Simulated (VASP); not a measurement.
# Al32O (a cell with a defect) in VASP: single point with PBEsol

Aim: the single point of Al32O (a cell with a defect) with PBEsol.

All numbers are computed with VASP 6.6.1; they aren't measurements. Logs are shortened: lines on timing, memory, paths and dates and some standing lists are left out, and cuts for length are marked.

### Step 1. The cell of the first run

The cell holds a defect, 33 atoms: a = 8.100 Å, b = 8.100 Å, c = 8.100 Å, α = 90.00°, β = 90.00°, γ = 90.00°.

### Step 2. Single point, PBEsol

INCAR

```
ALGO     = Normal         # electronic algorithm
EDIFF    = 1E-7           # SCF threshold, eV
ENCUT    = 520            # plane-wave cutoff, eV
GGA      = PS             # functional
ISIF     = 2              # what is computed and relaxed
ISMEAR   = -1             # smearing method
LASPH    = True           # aspherical terms in the spheres
LCHARG   = False          # write CHGCAR
LREAL    = Auto         
LWAVE    = False          # write WAVECAR
NBANDS   = 73             # bands
NELM     = 100            # most SCF steps
PREC     = Accurate       # precision mode
SIGMA    = 0.15           # smearing width, eV
```

KPOINTS

```
k-points
0
Gamma
  2 2 2
```

POSCAR

```
Al32O
1.0
    8.1000000000      0.0000000000      0.0000000000
    0.0000000000      8.1000000000      0.0000000000
    0.0000000000      0.0000000000      8.1000000000
Al O
32 1
Direct
    0.5043085185     -0.0019398765      0.0010017284
    0.7474204938      0.2461646914     -0.0010750617
    0.7511417284     -0.0016517284      0.2486441975
   -0.0003182716      0.0010565432      0.0001128395
    0.2532412346      0.2493633333      0.0032817284
    0.5038756790      0.4998372840      0.0029223457
    0.7469319753      0.7535644444     -0.0016140741
    0.2509622222     -0.0019404938      0.2543492593
    0.5023322222      0.2457369136      0.2523708642
    0.7404769136      0.4977919753      0.2593170370
    0.4986037037     -0.0016533333      0.5011822222
    0.7474281481      0.2457358025      0.4974672840
    0.7454502469     -0.0019393827      0.7488370370
   -0.0255770370      0.5061362963      0.0254253086
    0.2550890123      0.7590337037      0.0051324691
    0.0008704938      0.2461467901      0.2523707407
    0.2528817284      0.4998350617      0.2539165432
    0.5019606173      0.7520067901      0.2520024691
   -0.0012025926     -0.0019392593      0.4954912346
    0.2488843210      0.2461593827      0.4974580247
    0.5092771605      0.4977906173      0.4905172840
    0.7477906173      0.7520093827      0.4978327160
    0.2500723457      0.0010511111      0.7497222222
    0.5023323457      0.2461418519      0.7509117284
    0.7458607407      0.4998380247      0.7469161728
    0.0014127160      0.7535850617      0.2528717284
   -0.0031249383      0.4998412346      0.4959011111
    0.2483460494      0.7535607407      0.4969745679
   -0.0034801235      0.2493849383      0.7465597531
    0.2753871605      0.5061329630      0.7244597531
    0.5028292593      0.7535806173      0.7514527160
   -0.0053353086      0.7590209877      0.7447083951
    0.1248146914      0.4317577778      0.8748546914
```

Potentials or basis: VASP PAW PBE potentials, release 64 (Al, O).

On the command line:

```sh
$ cat potpaw_PBE.64/Al/POTCAR potpaw_PBE.64/O/POTCAR > POTCAR
$ mpirun -np 1 vasp_std > vasp.out
```

OUTCAR:

```text
EDIFF = 1E-7
   ENCUT = 520
   GGA = PS
   ISIF = 2
   ISMEAR = -1
   LASPH = True
   LREAL = Auto
   NELM = 100
   PREC = Accurate

 ion  position               nearest neighbor table
   1  0.504  0.998  0.001-   7 2.79  15 2.80   2 2.81  13 2.83  31 2.83   3 2.83  18 2.85  24 2.85
                             9 2.86   5 2.88  23 2.90   8 2.90
   2  0.747  0.246  0.999-  14 2.80   1 2.81  24 2.82   6 2.85   4 2.85   3 2.85  13 2.85   9 2.86
                            29 2.87  25 2.90  16 2.90  10 2.93
   3  0.751  0.998  0.249-   1 2.83  19 2.83  26 2.84   7 2.84  18 2.84  22 2.84   9 2.84  12 2.84
                             4 2.85  16 2.85   2 2.85  11 2.89
   4  1.000  0.001  0.000-   3 2.85  16 2.85   2 2.85  15 2.85  32 2.85  26 2.87   7 2.87  23 2.87
                             5 2.87  29 2.87  13 2.90   8 2.90
   5  0.253  0.249  0.003-  33 2.08   9 2.85  17 2.87   6 2.87  16 2.87  24 2.87   4 2.87  23 2.87
                             1 2.88   8 2.88  29 2.94  14 3.08  30 3.08
   6  0.504  0.500  0.003-  10 2.83   7 2.85   2 2.85  25 2.85   5 2.87  18 2.87  17 2.88   9 2.88
                            31 2.89  24 2.90  15 2.91  30 2.92
   7  0.747  0.754  0.998-  14 2.73   1 2.79  31 2.81  13 2.83   3 2.84   6 2.85  18 2.86   4 2.87
                            32 2.87  25 2.89  26 2.92  10 2.96
   8  0.251  0.998  0.254-  28 2.79  15 2.80  20 2.81  19 2.83  26 2.83  11 2.83  18 2.85  16 2.85
                             9 2.86   5 2.88   4 2.90   1 2.90
   9  0.502  0.246  0.252-  12 2.81  10 2.81  21 2.81   3 2.84  11 2.84   5 2.85   2 2.86  20 2.86
                             1 2.86   8 2.86  17 2.88   6 2.88
  10  0.740  0.498  0.259-  21 2.65  14 2.68   9 2.81  12 2.81  18 2.82  22 2.82  27 2.83   6 2.83
                             2 2.93  16 2.93   7 2.96  26 2.96
  11  0.499  0.998  0.501-   8 2.83  13 2.83  31 2.84  28 2.84  18 2.84  22 2.84   9 2.84  12 2.84
                            23 2.85  24 2.85  20 2.85   3 2.89
  12  0.747  0.246  0.497-   9 2.81  21 2.81  10 2.81   3 2.84  11 2.84  29 2.85  16 2.86  24 2.86
                            19 2.86  13 2.86  25 2.88  27 2.88
  13  0.745  0.998  0.749-  31 2.79  32 2.80  24 2.81   1 2.83   7 2.83  11 2.83  22 2.85   2 2.85
                            12 2.86  29 2.88   4 2.90  19 2.90
  14  0.974  0.506  0.025-  33 1.83  10 2.68  26 2.73   7 2.73  16 2.80   2 2.80  17 2.92  25 2.92
[... 15 lines left out ...]
  22  0.748  0.752  0.498-  18 2.82  21 2.82  10 2.82  32 2.83  11 2.84   3 2.84  13 2.85  19 2.85
                            31 2.86  26 2.86  27 2.87  25 2.87
  23  0.250  0.001  0.750-  11 2.85  24 2.85  20 2.85  15 2.85  32 2.85  31 2.87  28 2.87   4 2.87
                             5 2.87  29 2.87  19 2.90   1 2.90
  24  0.502  0.246  0.751-  30 2.80  13 2.81   2 2.82  25 2.85  23 2.85  11 2.85   1 2.85  12 2.86
                             5 2.87   6 2.90  20 2.90  21 2.93
  25  0.746  0.500  0.747-  21 2.83  31 2.85  24 2.85   6 2.85  29 2.87  22 2.87  27 2.88  12 2.88
                             7 2.89   2 2.90  32 2.91  14 2.92
  26  0.001  0.754  0.253-  14 2.73  19 2.79  28 2.81   8 2.83   3 2.84  27 2.85  22 2.86   4 2.87
                            15 2.87  17 2.89   7 2.92  10 2.96
  27  0.997  0.500  0.496-  10 2.83  26 2.85  16 2.85  17 2.85  29 2.87  22 2.87  25 2.88  12 2.88
                            28 2.89  20 2.90  32 2.91  30 2.92
  28  0.248  0.754  0.497-  30 2.73   8 2.79  26 2.81  19 2.83  11 2.84  17 2.85  18 2.86  23 2.87
[... 213 lines left out ...]
  Fermi-wavevector in a.u.,A,eV,Ry     =   0.944329  1.784523 12.133087  0.891757
  Thomas-Fermi vector in A             =   2.072123
   LORBIT       =      0    0 simple, 1 ext, 2 COOP (PROOUT), +10 PAW based schemes
   GGA     = PS    functional components
   LHFCALC =     F    Hartree Fock is set to
   AEXX    =    0.0000 exact exchange contribution
   IVDW    =     0    specifies the selected vdW correction
   LEPSILON=     F    determine dielectric tensor
   LRPA    =     F    only Hartree local field effects (RPA)
 non-spin polarized calculation
  energy-cutoff  :      520.00
  volume of cell :      531.44
 maximum number of plane-waves:     14400
   NGX = 31   NGY = 31   NGZ = 31

 number of electron     101.9999993 magnetization

 Free energy of the ion-electron system (eV)
  ---------------------------------------------------
  ext. energy  EPLUGINS =         0.00000000
  ---------------------------------------------------
  free energy    TOTEN  =      -139.73989009 eV

  energy without entropy =     -138.76967705  energy(sigma->0) =     -139.25478357

 E-fermi :   7.7463     XC(G=0): -10.3006

 val. band max:        7.7293931001   @ k =   0.5000   0.0000   0.0000
 cond. band min:       7.7625682624   @ k =   0.5000   0.0000   0.5000
 fundamental gap:      0.0331751622
 Fermi energy:         7.7463489046

 k-point     1 :       0.0000    0.0000    0.0000
  band No.  band energies     occupation
      1     -12.9524      2.00000
      2      -3.0214      2.00000
      3      -1.3464      2.00000
      4      -1.0850      2.00000
      5      -1.0373      2.00000
      6      -0.9295      2.00000
[... 385 lines left out ...]
     62      11.2410      0.00000
     63      11.3076      0.00000
 [bands above 63 left out]

------------------------ aborting loop because EDIFF is reached ----------------------------------------

  FORCE on cell =-STRESS in cart. coord.  units (eV):
  Direction    XX          YY          ZZ          XY          YZ          ZX
  --------------------------------------------------------------------------------------
  -------------------------------------------------------------------------------------
  Total       -1.4567238     -3.2575952     -1.4567238     -0.0001157     -0.0001157     -0.2781000
  in kB       -4.3917009     -9.8209305     -4.3917009     -0.0003487     -0.0003490     -0.8384100
  external PRESSURE =      -6.2014441 kB  Pullay stress =       0.0000000 kB

 VOLUME and BASIS-vectors are now :
 -----------------------------------------------------------------------------
  energy-cutoff  :      520.00
  volume of cell :      531.44
      direct lattice vectors                 reciprocal lattice vectors
     8.100000000  0.000000000  0.000000000     0.123456790  0.000000000  0.000000000
     0.000000000  8.100000000  0.000000000     0.000000000  0.123456790  0.000000000
     0.000000000  0.000000000  8.100000000     0.000000000  0.000000000  0.123456790

 POSITION                                       TOTAL-FORCE (eV/Angst)
 -----------------------------------------------------------------------------------
      4.08490      8.08429      0.00811        -0.013935     -0.011053     -0.017325
      6.05411      1.99393      8.09129        -0.012226      0.047300      0.014977
      6.08425      8.08662      2.01402        -0.005798      0.003721      0.005738
      8.09742      0.00856      0.00091         0.011195      0.075317     -0.013061
      2.05125      2.01984      0.02658        -0.035980      0.178096     -0.035980
      4.08139      4.04868      0.02367         0.021395      0.048061      0.006564
[... 25 lines left out ...]
      8.05678      6.14807      6.03214         0.037974      0.059655      0.037974
      1.01100      3.49724      7.08632         0.001414     -1.646868      0.001414
 -----------------------------------------------------------------------------------
    total drift:                                0.003349      0.011304      0.002995

  FREE ENERGIE OF THE ION-ELECTRON SYSTEM (eV)
  ---------------------------------------------------
  free  energy   TOTEN  =      -139.7398900854 eV

  energy  without entropy=     -138.7696770493  energy(sigma->0) =     -139.25478357
```

OSZICAR:

```text
N       E                     dE             d eps       ncg     rms          rms(c)
DAV:   1     0.170096731323E+03    0.17010E+03   -0.36856E+04   876   0.114E+03
DAV:   2    -0.118584150082E+03   -0.28868E+03   -0.27259E+03  1051   0.156E+02
DAV:   3    -0.141687508375E+03   -0.23103E+02   -0.22441E+02  1070   0.378E+01
DAV:   4    -0.142108939804E+03   -0.42143E+00   -0.41962E+00  1064   0.558E+00
[... 12 lines left out ...]
DAV:  17    -0.139739903166E+03   -0.14273E-04   -0.16657E-04  1055   0.338E-02    0.355E-02
DAV:  18    -0.139739894891E+03    0.82753E-05   -0.13095E-05  1024   0.138E-02    0.234E-02
DAV:  19    -0.139739889805E+03    0.50858E-05   -0.49920E-05  1040   0.189E-02    0.529E-03
DAV:  20    -0.139739889991E+03   -0.18552E-06   -0.45303E-06   935   0.672E-03    0.226E-03
DAV:  21    -0.139739890085E+03   -0.94803E-07   -0.11511E-07   653   0.121E-03
   1 F= -.13973989E+03 E0= -.13925478E+03  d E =-.970213E+00
```

stdout:

```text
POSCAR found type information on POSCAR AlO
 POSCAR found :  2 types and      33 ions
 scaLAPACK will be used
 -----------------------------------------------------------------------------
|                                                                             |
|                                                                             |
|     You enforced a specific xc type in the INCAR file but a different       |
|     I HOPE YOU KNOW WHAT YOU ARE DOING!                                     |
|                                                                             |
 -----------------------------------------------------------------------------

 LDA part: xc-table for (Slater+PW92), standard interpolation
 POSCAR, INCAR and KPOINTS ok, starting setup
 FFT: planning ... GRIDC
 FFT: planning ... GRID_SOFT
 FFT: planning ... GRID
 WAVECAR not read
 entering main loop
```

Run time: 5.5 min. Hardware: 1 thread of Intel Xeon Platinum 8259CL at 2.50GHz (Skylake/Cascade Lake), shared host; peak memory 0.54 GiB.

What came out:

- Free energy: -139.7399 eV
- Pressure: -0.6 GPa
- Largest force: 1.647 eV/Å
- Band gap on the k mesh: zero (bands 51 and 52 overlap by 0.89 eV)

Forces on the atoms (eV/Å):
```
Al  -0.014 -0.011 -0.017
Al  -0.012  0.047  0.015
Al  -0.006  0.004  0.006
Al   0.011  0.075 -0.013
Al  -0.036  0.178 -0.036
Al   0.021  0.048  0.007
Al  -0.024  0.048 -0.003
Al  -0.017 -0.011 -0.014
Al   0.020  0.017  0.020
Al   0.052 -0.008 -0.053
Al   0.006  0.004 -0.006
Al  -0.019  0.017 -0.019
Al   0.015 -0.011  0.016
Al   0.121  0.211 -0.122
Al  -0.038  0.060 -0.038
Al  -0.015  0.047  0.013
Al   0.007  0.048  0.021
Al  -0.001  0.024 -0.001
Al   0.016 -0.011  0.015
Al   0.015  0.047 -0.012
Al  -0.053 -0.008  0.052
Al   0.001  0.023  0.001
Al  -0.013  0.075  0.011
Al   0.013  0.047 -0.015
Al  -0.021  0.047 -0.005
Al   0.004  0.048  0.024
Al  -0.005  0.047 -0.021
Al  -0.003  0.048 -0.024
Al   0.036  0.179  0.036
Al  -0.122  0.211  0.121
Al   0.024  0.048  0.004
Al   0.038  0.060  0.038
O    0.001 -1.647  0.001
```

Levels at points of the mesh, in eV from the Fermi level:
```tsv
k point	band 47	band 48	band 49	band 50	band 51	band 52	band 53	band 54	band 55	band 56
(0.00, 0.00, 0.00)	-0.48	-0.19	0.25	0.26	0.38	0.44	0.45	0.70	0.84	1.25
(0.50, 0.00, 0.00)	-0.49	-0.41	-0.21	-0.16	-0.13	-0.07	-0.02	0.07	0.44	1.16
(0.00, 0.50, 0.00)	-0.55	-0.50	-0.19	-0.12	-0.12	-0.09	0.10	0.15	0.23	1.21
(0.50, 0.50, 0.00)	-0.69	-0.31	-0.18	-0.16	0.08	0.60	0.97	1.01	1.03	1.05
(0.50, 0.00, 0.50)	-0.75	-0.36	-0.19	-0.10	0.02	0.59	0.97	1.01	1.03	1.04
(0.50, 0.50, 0.50)	-0.56	-0.55	-0.55	-0.54	-0.53	-0.51	-0.48	-0.47	-0.45	-0.41
```

Caveat: the k points lie up to 0.39 Å⁻¹ apart, too coarse for converged energies and pressures of a metal; the PAW data sets were made with another functional, which shifts forces and pressure a little.
